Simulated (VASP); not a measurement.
LiCl, 4 atoms in the cell. Symmetry: Cmme, No. 67, orthorhombic system. The conventional cell has a = 7.920 Å, b = 7.920 Å, c = 5.600 Å, α = 90.00°, β = 90.00°, γ = 90.00°. Li (site symmetry 2/m) has 2 Cl at 2.43 Å within 3.2 Å. Cl (site symmetry mm2) has 2 Li at 2.43 Å within 3.2 Å.  This cell differs from its parent crystal: atoms taken out.

* Program: VASP 6.6.1
* Task: single point
* Functional: PBE
* Potentials or basis: VASP PAW PBE potentials, release 64 (Li_sv, Cl)
* Cutoff: 520 eV
* k mesh: 4 × 4 × 4
* Occupations: gaussian, width 0.1 eV
* Spin: no spin polarisation
* Dipole correction: no
* Further INCAR settings: ALGO = Normal; EDIFF = 1e-06; NBANDS = 18

Potentials or basis: VASP PAW PBE potentials, release 64 (Li_sv, Cl).

The run is started by

```sh
$ cat potpaw_PBE.64/Li_sv/POTCAR potpaw_PBE.64/Cl/POTCAR > POTCAR
$ mpirun -np 1 vasp_std > vasp.out
```

Hardware: 1 thread of Oxide Virtual Turin-like Processor (shared host).

Task: Estimate the wall time of this run.

Result: It took 110 s on 1 thread of Oxide Virtual Turin-like Processor (shared host), peak memory 0.24 GiB. Counts: scf iterations 13, k points 21.
